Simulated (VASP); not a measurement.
# GaP (F-43m) in VASP: further runs, part 3 of 3

VASP 6.6.1. The steps go on from the part before.

### 6 Single point, PBE+U

INCAR reads:

```
SYSTEM = GaP
PREC = Accurate
ENCUT = 500
EDIFF = 1E-6
ISMEAR = 0
SIGMA = 0.1
LREAL = .False.
LASPH = .True.
NELM = 200
ALGO = Normal
ISIF = 2
LWAVE = .False.
LCHARG = .False.
LDAU = .True.
LDAUTYPE = 1
LDAUL = 2 -1
LDAUU = 6.1 0
LDAUJ = 0.95 0
LDAUPRINT = 1
GGA = PE
NBANDS = 16
GGA_COMPAT = .False.
```

KPOINTS reads:

```
Automatic mesh
0
Gamma
  4 4 4
  0 0 0
```

POSCAR reads:

```
GaP
1.0
    0.0000000000      2.7258124945      2.7258124945
    2.7258124945      0.0000000000      2.7258124945
    2.7258124945      2.7258124945      0.0000000000
Ga P
1 1
Direct
    0.0000000000      0.0000000000      0.0000000000
    0.2500000000      0.2500000000      0.2500000000
```

Potentials or basis: VASP PAW PBE potentials, release 64 (Ga_d, P).

Launch:

```console
$ cat potpaw_PBE.64/Ga_d/POTCAR potpaw_PBE.64/P/POTCAR > POTCAR
$ mpirun -np 1 vasp_std > vasp.out
```

OUTCAR:

```text
SYSTEM = GaP
   PREC = Accurate
   ENCUT = 500
   EDIFF = 1E-6
   ISMEAR = 0
   LREAL = .False.
   LASPH = .True.
   NELM = 200
   ISIF = 2
   GGA = PE

 ion  position               nearest neighbor table
   1  0.000  0.000  0.000-   2 2.36   2 2.36   2 2.36   2 2.36
   2  0.250  0.250  0.250-   1 2.36   1 2.36   1 2.36   1 2.36

  LATTYP: Found a face centered cubic cell.
 ALAT       =     5.4516249890

  Lattice vectors:

 A1 = (   0.0000000000,   2.7258124945,   2.7258124945)
 A2 = (   2.7258124945,   0.0000000000,   2.7258124945)
 A3 = (   2.7258124945,   2.7258124945,   0.0000000000)

Analysis of symmetry for initial positions (statically):
=====================================================================
 Subroutine PRICEL returns:
 Original cell was already a primitive cell.

 Routine SETGRP: Setting up the symmetry group for a
 face centered cubic supercell.

 Subroutine GETGRP returns: Found 24 space group operations
 (whereof 24 operations were pure point group operations)
 out of a pool of 48 trial point group operations.

The static configuration has the point symmetry T_d .

Analysis of symmetry for dynamics (positions and initial velocities):
=====================================================================
 Subroutine PRICEL returns:
 Original cell was already a primitive cell.

 Routine SETGRP: Setting up the symmetry group for a
 face centered cubic supercell.

 Subroutine GETGRP returns: Found 24 space group operations
 (whereof 24 operations were pure point group operations)
 out of a pool of 48 trial point group operations.

The dynamic configuration has the point symmetry T_d .

 Subroutine INISYM returns: Found 24 space group operations
 (whereof 24 operations are pure point group operations),
 and found     1 'primitive' translations

----------------------------------------------------------------------------------------

                                     Primitive cell

  volume of cell :      40.5059

  direct lattice vectors                    reciprocal lattice vectors
     0.000000000  2.725812494  2.725812494    -0.183431546  0.183431546  0.183431546
     2.725812494  0.000000000  2.725812494     0.183431546 -0.183431546  0.183431546
     2.725812494  2.725812494  0.000000000     0.183431546  0.183431546 -0.183431546

  length of vectors
     3.854880998  3.854880998  3.854880998     0.317712757  0.317712757  0.317712757

  position of ions in fractional coordinates (direct lattice)
     0.000000000  0.000000000  0.000000000
     0.250000000  0.250000000  0.250000000

  ion indices of the primitive-cell ions
   primitive index   ion index
                 1           1
                 2           2

----------------------------------------------------------------------------------------

[... 68 lines left out ...]
   EFERMI_NEDOS =   21; number of points for ismear=-14 and -15
   IALGO  =     38    algorithm
   IMIX   =      4    mixing-type and parameters
     AMIX     =   0.40;   BMIX     =  1.00
     AMIX_MAG =   1.60;   BMIX_MAG =  1.00
  volume/ion in A,a.u.               =      20.25       136.67
  Fermi-wavevector in a.u.,A,eV,Ry     =   1.249280  2.360796 21.234610  1.560700
  Thomas-Fermi vector in A             =   2.383328
   LORBIT       =      0    0 simple, 1 ext, 2 COOP (PROOUT), +10 PAW based schemes
 LDA+U is selected, type is set to LDAUTYPE =  1
   angular momentum for each species LDAUL =     2   -1
   U (eV)           for each species LDAUU =   6.1  0.0
   J (eV)           for each species LDAUJ =   0.9  0.0
   GGA     = PE    functional components
   LHFCALC =     F    Hartree Fock is set to
   AEXX    =    0.0000 exact exchange contribution
   IVDW    =     0    specifies the selected vdW correction
   LEPSILON=     F    determine dielectric tensor
   LRPA    =     F    only Hartree local field effects (RPA)
 non-spin polarized calculation
 Gauss-broadening in eV      SIGMA  =   0.10
  energy-cutoff  :      500.00
  volume of cell :       40.51
 maximum number of plane-waves:      1056
   NGX = 13   NGY = 13   NGZ = 13

atom =   1  type =  1  l = 2

 onsite density matrix

spin component  1

  1.0145 -0.0000  0.0000  0.0000 -0.0000
 -0.0000  1.0145  0.0000 -0.0000  0.0000
  0.0000  0.0000  0.9983 -0.0000  0.0000
  0.0000 -0.0000 -0.0000  1.0145  0.0000
 -0.0000  0.0000  0.0000  0.0000  0.9983

spin component  2

  1.0145 -0.0000  0.0000  0.0000 -0.0000
 -0.0000  1.0145  0.0000 -0.0000  0.0000
  0.0000  0.0000  0.9983 -0.0000  0.0000
  0.0000 -0.0000 -0.0000  1.0145  0.0000
 -0.0000  0.0000  0.0000  0.0000  0.9983

 occupancies and eigenvectors

  o =  0.9983  v =  0.0000  0.0000 -0.1688  0.0000 -0.9856  0.0000  0.0000  0.0000  0.0000  0.0000      0.0000  0.0000  0.0000  0.0000  0.0000  0.0000  0.0000  0.0000  0.0000  0.0000
  o =  0.9983  v =  0.0000  0.0000  0.0000  0.0000  0.0000  0.0000  0.0000 -0.1688  0.0000 -0.9856      0.0000  0.0000  0.0000  0.0000  0.0000  0.0000  0.0000  0.0000  0.0000  0.0000
  o =  0.9983  v =  0.0000  0.0000 -0.9856 -0.0000  0.1688  0.0000  0.0000  0.0000  0.0000  0.0000      0.0000  0.0000  0.0000  0.0000  0.0000  0.0000  0.0000  0.0000  0.0000  0.0000
  o =  0.9983  v =  0.0000  0.0000  0.0000  0.0000  0.0000  0.0000  0.0000 -0.9856 -0.0000  0.1688      0.0000  0.0000  0.0000  0.0000  0.0000  0.0000  0.0000  0.0000  0.0000  0.0000
  o =  1.0145  v =  0.0000  0.7314  0.0000  0.6819  0.0000  0.0000  0.0000  0.0000  0.0000  0.0000      0.0000  0.0000  0.0000  0.0000  0.0000  0.0000  0.0000  0.0000  0.0000  0.0000
  o =  1.0145  v =  0.0000  0.0000  0.0000  0.0000  0.0000  0.0000  0.7314  0.0000  0.6819  0.0000      0.0000  0.0000  0.0000  0.0000  0.0000  0.0000  0.0000  0.0000  0.0000  0.0000
  o =  1.0145  v =  0.0000  0.0000  0.0000  0.0000  0.0000  0.0000 -0.6819 -0.0000  0.7314  0.0000      0.0000  0.0000  0.0000  0.0000  0.0000  0.0000  0.0000  0.0000  0.0000  0.0000
  o =  1.0145  v =  1.0000  0.0000  0.0000  0.0000  0.0000  0.0000  0.0000  0.0000  0.0000  0.0000      0.0000  0.0000  0.0000  0.0000  0.0000  0.0000  0.0000  0.0000  0.0000  0.0000
  o =  1.0145  v =  0.0000  0.0000  0.0000  0.0000  0.0000  1.0000  0.0000  0.0000  0.0000  0.0000      0.0000  0.0000  0.0000  0.0000  0.0000  0.0000  0.0000  0.0000  0.0000  0.0000
  o =  1.0145  v =  0.0000 -0.6819 -0.0000  0.7314  0.0000  0.0000  0.0000  0.0000  0.0000  0.0000      0.0000  0.0000  0.0000  0.0000  0.0000  0.0000  0.0000  0.0000  0.0000  0.0000

 number of electron      18.0000016 magnetization

 Free energy of the ion-electron system (eV)
  ---------------------------------------------------
  ext. energy  EPLUGINS =         0.00000000
  ---------------------------------------------------
  free energy    TOTEN  =        -9.11127026 eV

  energy without entropy =       -9.11127026  energy(sigma->0) =       -9.11127026

 E-fermi :   5.0071     XC(G=0):  -9.8003

 val. band max:        4.4969234211   @ k =   0.0000   0.0000   0.0000
 cond. band min:       6.1427186827   @ k =   0.5000   0.5000   0.0000
 fundamental gap:      1.6457952616
 Fermi energy:         5.0071003128

 k-point     1 :       0.0000    0.0000    0.0000
  band No.  band energies     occupation
      1     -12.4053      2.00000
      2     -12.4053      2.00000
      3     -12.4053      2.00000
      4     -12.2419      2.00000
      5     -12.2419      2.00000
      6      -7.7834      2.00000
[... 129 lines left out ...]
      3     -12.3562      2.00000
      4     -12.2550      2.00000
      5     -12.2340      2.00000
      6      -4.8394      2.00000
[... 8 lines left out ...]
     15      16.3782      0.00000
     16      18.2022      0.00000

------------------------ aborting loop because EDIFF is reached ----------------------------------------

  FORCE on cell =-STRESS in cart. coord.  units (eV):
  Direction    XX          YY          ZZ          XY          YZ          ZX
  --------------------------------------------------------------------------------------
  -------------------------------------------------------------------------------------
  Total       -0.0027686     -0.0027686     -0.0027686     -0.0000000      0.0000000     -0.0000000
  in kB       -0.1095082     -0.1095082     -0.1095082     -0.0000000      0.0000000     -0.0000000
  external PRESSURE =      -0.1095082 kB  Pullay stress =       0.0000000 kB

 VOLUME and BASIS-vectors are now :
 -----------------------------------------------------------------------------
  energy-cutoff  :      500.00
  volume of cell :       40.51
      direct lattice vectors                 reciprocal lattice vectors
     0.000000000  2.725812494  2.725812494    -0.183431546  0.183431546  0.183431546
     2.725812494  0.000000000  2.725812494     0.183431546 -0.183431546  0.183431546
     2.725812494  2.725812494  0.000000000     0.183431546  0.183431546 -0.183431546

 POSITION                                       TOTAL-FORCE (eV/Angst)
 -----------------------------------------------------------------------------------
      0.00000      0.00000      0.00000        -0.000000      0.000000      0.000000
      1.36291      1.36291      1.36291         0.000000     -0.000000     -0.000000
 -----------------------------------------------------------------------------------
    total drift:                                0.000001      0.000001      0.000001

  FREE ENERGIE OF THE ION-ELECTRON SYSTEM (eV)
  ---------------------------------------------------
  free  energy   TOTEN  =        -9.1112702641 eV

  energy  without entropy=       -9.1112702641  energy(sigma->0) =       -9.11127026
```

OSZICAR:

```text
N       E                     dE             d eps       ncg     rms          rms(c)
DAV:   1     0.859252182367E+02    0.85925E+02   -0.90445E+03   256   0.170E+03
DAV:   2    -0.220191686960E+01   -0.88127E+02   -0.82799E+02   304   0.314E+02
DAV:   3    -0.927380205218E+01   -0.70719E+01   -0.70522E+01   312   0.702E+01
DAV:   4    -0.939775994144E+01   -0.12396E+00   -0.12390E+00   312   0.104E+01
DAV:   5    -0.939991635613E+01   -0.21564E-02   -0.21562E-02   312   0.117E+00    0.432E+00
DAV:   6    -0.914151862450E+01    0.25840E+00   -0.37490E-01   392   0.831E+00    0.289E+00
DAV:   7    -0.910937442493E+01    0.32144E-01   -0.11352E-01   304   0.211E+00    0.114E+00
DAV:   8    -0.911058209110E+01   -0.12077E-02   -0.16408E-02   304   0.145E+00    0.190E-01
DAV:   9    -0.911110860294E+01   -0.52651E-03   -0.16016E-03   288   0.561E-01    0.860E-02
DAV:  10    -0.911118766062E+01   -0.79058E-04   -0.12293E-04   328   0.994E-02    0.407E-02
DAV:  11    -0.911127047026E+01   -0.82810E-04   -0.10952E-04   288   0.887E-02    0.491E-03
DAV:  12    -0.911127026409E+01    0.20617E-06   -0.33397E-06   320   0.216E-02
   1 F= -.91112703E+01 E0= -.91112703E+01  d E =-.131377E-13
```

Run time: 10 s. Hardware: 1 thread of Intel Xeon 8259CL, shared host; peak memory 0.15 GiB.

What came out:

- Free energy: -9.1113 eV
- Pressure: 0.0 GPa
- Band gap on the k mesh: 1.65 eV, indirect (least direct gap 2.03 eV)

Eigenvalues of the final occupation matrices:
```tsv
site	spin	trace	eigenvalues
site 1 d	1	5.04	1.00 1.00 1.01 1.01 1.01
site 1 d	2	5.04	1.00 1.00 1.01 1.01 1.01
```

Caveat: the k points lie up to 0.50 Å⁻¹ apart; the U is typed as a test and isn't derived for this compound.

### 7 Overview

| level | U | k mesh | smearing | LDAUTYPE | hund's J | gap on the mesh (eV) | pressure (GPa) |
| --- | --- | --- | --- | --- | --- | --- | --- |
| PBEsol | - | 4 × 4 × 4 | gaussian 0.1 eV | - | - | 1.49 | -0.3 |
| PBE | - | 4 × 4 × 4 | fermi-dirac 0.1 eV | - | - | 1.63 | 2.8 |
| PBE | - | 5 × 5 × 5 | tetrahedron | - | - | 1.60 | 2.5 |
| PBE+U | Ga d U = 6.1 eV, J = 0.95 eV | 4 × 4 × 4 | gaussian 0.1 eV | 1 | 0.95 | 1.65 | 0.0 |

Alike in all rows: task single point; potentials or basis VASP PAW PBE potentials, release 64 (Ga_d, P); no spin polarisation; cell as given; cutoff (eV) 500.

Caveats: some runs use coarse meshes; the PAW data sets were made with another functional, which shifts forces and pressure a little (some runs); the U is typed as a test and isn't derived for this compound (some runs).

Total energies depend on the potentials used, so only differences within one code and one set of settings carry meaning.
